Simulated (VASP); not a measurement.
# Cd3C2 (P-3m1) in VASP: notebook

The runs below take Cd3C2 through single point, with r2SCAN.

All numbers are computed with VASP 6.6.1; they aren't measurements. Logs are shortened: lines on timing, memory, paths and dates and some standing lists are left out, and cuts for length are marked.

**1. The cell of the first run**

The structure is trigonal, space group P-3m1 (No. 164). The conventional cell has a = 3.894 Å, b = 3.894 Å, c = 6.003 Å, α = 90.00°, β = 90.00°, γ = 120.00°. Within 3.5 Å of Cd (site symmetry -3m) lie 6 C at 2.67 Å and 6 Cd at 3.03 Å. Cd (site symmetry 3m) has 4 C at 2.33 to 2.54 Å and 6 Cd at 2.97 to 3.03 Å within 3.1 Å. C (site symmetry 3m) has 7 Cd at 2.33 to 2.67 Å within 3.1 Å.

**2. Single point, r2SCAN**

POSCAR reads:

```
Cd3C2
1.0
    3.8938566739      0.0000000000      0.0000000000
   -1.9469283369      3.3721787983      0.0000000000
    0.0000000000      0.0000000000      6.0034283303
Cd C
3 2
Direct
    0.0000000000      0.0000000000      0.0000000000
    0.3333333333      0.6666666667      0.6621458806
    0.6666666667      0.3333333333      0.3378541194
    0.3333333333      0.6666666667      0.2384653259
    0.6666666667      0.3333333333      0.7615346741
```

INCAR.step1 reads:

```
SYSTEM = Cd3C2
  PREC = Accurate
  ENCUT = 520
  ISMEAR = 0
  SIGMA = 0.1
  LREAL = .False.
  LASPH = .True.
  NELM = 100
  NBANDS = 30
  GGA = PE
  ALGO = Normal
  EDIFF = 1E-4
  LWAVE = .True.
  LCHARG = .False.
```

INCAR.step2 reads:

```
SYSTEM = Cd3C2
  PREC = Accurate
  ENCUT = 520
  EDIFF = 1E-6
  ISMEAR = 0
  SIGMA = 0.1
  LREAL = .False.
  LASPH = .True.
  NELM = 100
  ALGO = Normal
  ISIF = 2
  LWAVE = .False.
  LCHARG = .False.
  METAGGA = R2SCAN
  LMIXTAU = .True.
  NBANDS = 30
  ISTART = 1
```

KPOINTS reads:

```
regular mesh
0
Gamma
  6 6 4
  0 0 0
```

Potentials or basis: VASP PAW PBE potentials, release 64 (Cd, C).

Command:

```
$ cat potpaw_PBE.64/Cd/POTCAR potpaw_PBE.64/C/POTCAR > POTCAR
$ cp INCAR.step1 INCAR
$ mpirun -np 1 vasp_std > vasp.out
$ cp INCAR.step2 INCAR
$ mpirun -np 1 vasp_std > vasp.out
```

OUTCAR:

```text
SYSTEM = Cd3C2
   PREC = Accurate
   ENCUT = 520
   EDIFF = 1E-6
   ISMEAR = 0
   LREAL = .False.
   LASPH = .True.
   NELM = 100
   ISIF = 2
   METAGGA = R2SCAN
   ISTART = 1

 ion  position               nearest neighbor table
   1  0.000  0.000  0.000-   4 2.67   5 2.67   4 2.67   5 2.67   5 2.67   4 2.67   2 3.03   3 3.03
                             2 3.03   3 3.03   2 3.03   3 3.03
   2  0.333  0.667  0.662-   5 2.33   5 2.33   5 2.33   4 2.54   3 2.97   3 2.97   3 2.97   1 3.03
                             1 3.03   1 3.03
   3  0.667  0.333  0.338-   4 2.33   4 2.33   4 2.33   5 2.54   2 2.97   2 2.97   2 2.97   1 3.03
                             1 3.03   1 3.03
   4  0.333  0.667  0.238-   3 2.33   3 2.33   3 2.33   2 2.54   1 2.67   1 2.67   1 2.67
   5  0.667  0.333  0.762-   2 2.33   2 2.33   2 2.33   3 2.54   1 2.67   1 2.67   1 2.67

  LATTYP: Found a hexagonal cell.
 ALAT       =     3.8938566739
 C/A-ratio  =     1.5417692106

  Lattice vectors:

 A1 = (   3.8938566739,   0.0000000000,   0.0000000000)
 A2 = (  -1.9469283369,   3.3721787983,   0.0000000000)
 A3 = (   0.0000000000,   0.0000000000,   6.0034283303)

Analysis of symmetry for initial positions (statically):
=====================================================================
 Subroutine PRICEL returns:
 Original cell was already a primitive cell.

 Routine SETGRP: Setting up the symmetry group for a
 hexagonal supercell.

 Subroutine GETGRP returns: Found 12 space group operations
 (whereof 12 operations were pure point group operations)
 out of a pool of 24 trial point group operations.

The static configuration has the point symmetry D_3d.

Analysis of symmetry for dynamics (positions and initial velocities):
=====================================================================
 Subroutine PRICEL returns:
 Original cell was already a primitive cell.

 Routine SETGRP: Setting up the symmetry group for a
 hexagonal supercell.

 Subroutine GETGRP returns: Found 12 space group operations
 (whereof 12 operations were pure point group operations)
 out of a pool of 24 trial point group operations.

The dynamic configuration has the point symmetry D_3d.

 Subroutine INISYM returns: Found 12 space group operations
 (whereof 12 operations are pure point group operations),
 and found     1 'primitive' translations

----------------------------------------------------------------------------------------

                                     Primitive cell

  volume of cell :      78.8297

  direct lattice vectors                    reciprocal lattice vectors
     3.893856674  0.000000000  0.000000000     0.256814794  0.148272091  0.000000000
    -1.946928337  3.372178798  0.000000000     0.000000000  0.296544181  0.000000000
     0.000000000  0.000000000  6.003428330     0.000000000  0.000000000  0.166571490

  length of vectors
     3.893856674  3.893856674  6.003428330     0.296544181  0.296544181  0.166571490

  position of ions in fractional coordinates (direct lattice)
     0.000000000  0.000000000  0.000000000
     0.333333333  0.666666667  0.662145881
     0.666666667  0.333333333  0.337854119
     0.333333333  0.666666667  0.238465326
     0.666666667  0.333333333  0.761534674

  ion indices of the primitive-cell ions
   primitive index   ion index
                 1           1
                 2           2
                 3           3
                 4           4
                 5           5

----------------------------------------------------------------------------------------

 KPOINTS: regular mesh

Automatic generation of k-mesh.
 Grid dimensions read from file:
 generate k-points for:    6    6    4

 Generating k-lattice:

  Cartesian coordinates                     Fractional coordinates (reciprocal lattice)
     0.042802466  0.024712015  0.000000000     0.166666667  0.000000000  0.000000000
     0.000000000  0.049424030  0.000000000     0.000000000  0.166666667  0.000000000
     0.000000000  0.000000000  0.041642872     0.000000000  0.000000000  0.250000000

  Length of vectors
     0.049424030  0.049424030  0.041642872

  Shift w.r.t. Gamma in fractional coordinates (k-lattice)
     0.000000000  0.000000000  0.000000000

 Subroutine IBZKPT returns following result:
 ===========================================

 Found     24 irreducible k-points:

 Following reciprocal coordinates:
            Coordinates               Weight
  0.000000  0.000000  0.000000      1.000000
  0.166667  0.000000  0.000000      6.000000
  0.333333  0.000000  0.000000      6.000000
  0.500000  0.000000  0.000000      3.000000
  0.166667  0.166667  0.000000      6.000000
  0.333333  0.166667  0.000000     12.000000
[... 16 lines left out ...]
  0.333333  0.166667  0.500000     12.000000
  0.333333  0.333333  0.500000      2.000000
   k-points           NKPTS =     24   k-points in BZ     NKDIM =     24   number of bands    NBANDS=     30
   number of dos      NEDOS =    301   number of ions     NIONS =      5
   total plane-waves  NPLWV =  43200
   dimension x,y,z NGX =    30 NGY =   30 NGZ =   48
   dimension x,y,z NGXF=    60 NGYF=   60 NGZF=   96
   ions per type =               3   2
   NGX,Y,Z   is equivalent  to a cutoff of  12.81, 12.81, 13.29 a.u.
   NGXF,Y,Z  is equivalent  to a cutoff of  25.62, 25.62, 26.58 a.u.
 SYSTEM =  Cd3C2
   PREC   = accura    normal or accurate (medium, high low for compatibility)
   ISTART =      1    job   : 0-new  1-cont  2-samecut
   ICHARG =      0    charge: 1-file 2-atom 10-const
   ISPIN  =      1    spin polarized calculation?
   LNONCOLLINEAR =      F non collinear calculations
   LSORBIT =      F    spin-orbit coupling
   LASPH  =      T    aspherical Exc in radial PAW
   ENCUT  =  520.0 eV  38.22 Ry    6.18 a.u.   7.24  7.24 11.16*2*pi/ulx,y,z
   NELM   =    100;   NELMIN=  2; NELMDL=  0     # of ELM steps
   EDIFF  = 0.1E-05   stopping-criterion for ELM
   LREAL  =      F    real-space projection
   EDIFFG = 0.1E-04   stopping-criterion for IOM
   NSW    =      0    number of steps for IOM
   IBRION =     -1    ionic relax: 0-MD 1-quasi-New 2-CG
   NFREE  =      0    steps in history (QN), initial steepest desc. (CG)
   ISIF   =      2    stress and relaxation
   ISYM   =      2    0-nonsym 1-usesym 2-fastsym
   POTIM  = 0.5000    time-step for ionic-motion
   TEBEG  =    0.0;   TEEND  =   0.0 temperature during run
   PSTRESS=    0.0 pullay stress
   NELECT =      44.0000    total number of electrons
   NUPDOWN=      -1.0000    fix difference up-down
   EMIN   =  10.00;   EMAX   =-10.00  energy-range for DOS
   EFERMI =   0.00;   METHOD = LEGACY
   ISMEAR =     0;   SIGMA  =   0.10  broadening in eV -4-tet -1-fermi 0-gaus
   EFERMI_NEDOS =   21; number of points for ismear=-14 and -15
   IALGO  =     38    algorithm
   IMIX   =      4    mixing-type and parameters
     AMIX     =   0.40;   BMIX     =  1.00
     AMIX_MAG =   1.60;   BMIX_MAG =  1.00
  volume/ion in A,a.u.               =      15.77       106.39
  Fermi-wavevector in a.u.,A,eV,Ry     =   1.347915  2.547190 24.720074  1.816874
  Thomas-Fermi vector in A             =   2.475626
   LORBIT       =      0    0 simple, 1 ext, 2 COOP (PROOUT), +10 PAW based schemes
   METAGGA = R2SCAN    functional components
   LHFCALC =     F    Hartree Fock is set to
   AEXX    =    0.0000 exact exchange contribution
   IVDW    =     0    specifies the selected vdW correction
   LEPSILON=     F    determine dielectric tensor
   LRPA    =     F    only Hartree local field effects (RPA)
 non-spin polarized calculation
 Gauss-broadening in eV      SIGMA  =   0.10
  energy-cutoff  :      520.00
  volume of cell :       78.83
 maximum number of plane-waves:      2146
 NGX is ok and might be reduce to    30
   NGX = 15   NGY = 15   NGZ = 23

 number of electron      44.0000005 magnetization

 Free energy of the ion-electron system (eV)
  ---------------------------------------------------
  ext. energy  EPLUGINS =         0.00000000
  ---------------------------------------------------
  free energy    TOTEN  =       -72.91324982 eV

  energy without entropy =      -72.89855974  energy(sigma->0) =      -72.90590478

 E-fermi :   2.8264     XC(G=0): -11.9474

 val. band max:        2.8247816660   @ k =   0.1667   0.1667   0.5000
 cond. band min:       2.8750479784   @ k =   0.3333   0.0000   0.0000
 fundamental gap:      0.0502663125
 Fermi energy:         2.8264289357

 k-point     1 :       0.0000    0.0000    0.0000
  band No.  band energies     occupation
      1      -9.5070      2.00000
      2      -8.5703      2.00000
      3      -6.5861      2.00000
      4      -6.5861      2.00000
      5      -6.2987      2.00000
      6      -6.2987      2.00000
[... 22 lines left out ...]
     29      11.7937      0.00000
     30      11.7937      0.00000

 k-point     2 :       0.1667    0.0000    0.0000
  band No.  band energies     occupation
      1      -9.2824      2.00000
      2      -8.5677      2.00000
      3      -6.5421      2.00000
      4      -6.5087      2.00000
      5      -6.3357      2.00000
      6      -6.2618      2.00000
[... 22 lines left out ...]
     29      10.6235      0.00000
     30      11.8272      0.00000

 k-point     3 :       0.3333    0.0000    0.0000
  band No.  band energies     occupation
      1      -8.8246      2.00000
      2      -8.5763      2.00000
      3      -6.4137      2.00000
      4      -6.3082      2.00000
      5      -6.2509      2.00000
      6      -6.1465      2.00000
[... 22 lines left out ...]
     29      10.7565      0.00000
     30      11.1670      0.00000

 k-point     4 :       0.5000    0.0000    0.0000
  band No.  band energies     occupation
      1      -8.6827      2.00000
      2      -8.5046      2.00000
      3      -6.3905      2.00000
      4      -6.2960      2.00000
      5      -6.1530      2.00000
      6      -6.0586      2.00000
[... 616 lines left out ...]
     29      10.2513      0.00000
     30      11.0377      0.00000

 k-point    23 :       0.3333    0.1667    0.5000
  band No.  band energies     occupation
      1      -8.5956      2.00000
      2      -8.4553      2.00000
      3      -6.4379      2.00000
      4      -6.3015      2.00000
      5      -6.2146      2.00000
      6      -6.1088      2.00000
[... 22 lines left out ...]
     29       9.9063      0.00000
     30      11.4057      0.00000

 k-point    24 :       0.3333    0.3333    0.5000
  band No.  band energies     occupation
      1      -8.4826      2.00000
      2      -8.4826      2.00000
      3      -6.2606      2.00000
      4      -6.2606      2.00000
      5      -6.2127      2.00000
      6      -6.0193      2.00000
[... 22 lines left out ...]
     29       9.9485      0.00000
     30      11.7573      0.00000

------------------------ aborting loop because EDIFF is reached ----------------------------------------

  FORCE on cell =-STRESS in cart. coord.  units (eV):
  Direction    XX          YY          ZZ          XY          YZ          ZX
  --------------------------------------------------------------------------------------
  -------------------------------------------------------------------------------------
  Total        0.4125711      0.4125711      0.4432008      0.0000000      0.0000000      0.0000000
  in kB        8.3853176      8.3853176      9.0078514      0.0000000      0.0000000      0.0000000
  external PRESSURE =       8.5928289 kB  Pullay stress =       0.0000000 kB

 VOLUME and BASIS-vectors are now :
 -----------------------------------------------------------------------------
  energy-cutoff  :      520.00
  volume of cell :       78.83
      direct lattice vectors                 reciprocal lattice vectors
     3.893856674  0.000000000  0.000000000     0.256814794  0.148272091  0.000000000
    -1.946928337  3.372178798  0.000000000     0.000000000  0.296544181  0.000000000
     0.000000000  0.000000000  6.003428330     0.000000000  0.000000000  0.166571490

 POSITION                                       TOTAL-FORCE (eV/Angst)
 -----------------------------------------------------------------------------------
      0.00000      0.00000      0.00000         0.000000      0.000000     -0.000000
     -0.00000      2.24812      3.97515        -0.000000      0.000000      0.020824
      1.94693      1.12406      2.02828         0.000000      0.000000     -0.020824
     -0.00000      2.24812      1.43161         0.000000      0.000000     -0.009430
      1.94693      1.12406      4.57182         0.000000     -0.000000      0.009430
 -----------------------------------------------------------------------------------
    total drift:                               -0.000000      0.000000      0.000000

  FREE ENERGIE OF THE ION-ELECTRON SYSTEM (eV)
  ---------------------------------------------------
  free  energy   TOTEN  =       -72.9132498157 eV

  energy  without entropy=      -72.8985597380  energy(sigma->0) =      -72.90590478
```

It took 2.4 min on 1 thread of Intel Xeon Platinum 8488C (Sapphire Rapids), shared host; peak memory 0.22 GiB.

Results:

```
Free energy            : -72.9132 eV
Pressure               : 0.9 GPa
Largest force          : 0.021 eV/Å
Band gap on the k mesh : zero (band 22 reaches 3.71 eV, above the bottom of band 23 at 1.33 eV)
```

Forces in eV/Å, atoms in the order of the input:
```
Cd   0.000  0.000  0.000
Cd   0.000  0.000  0.021
Cd   0.000  0.000 -0.021
C    0.000  0.000 -0.009
C    0.000  0.000  0.009
```

Levels at points of the mesh, in eV from the Fermi level:
```csv
k point,band 19,band 20,band 21,band 22,band 23,band 24,band 25,band 26
"(0.00, 0.00, 0.00)",0.33,0.33,0.51,0.65,0.65,0.78,2.20,6.69
"(0.50, 0.00, 0.00)",-3.74,-2.56,-2.07,-0.77,0.18,2.73,3.68,4.92
"(0.00, 0.00, 0.50)",-1.61,0.21,0.21,0.89,0.89,2.36,2.92,5.69
"(0.50, 0.00, 0.50)",-4.47,-1.03,-0.98,-0.73,-0.08,2.17,3.39,5.60
```

Caveat: the PAW data sets were made with another functional, which shifts forces and pressure a little.

[end of part 1 of 2]
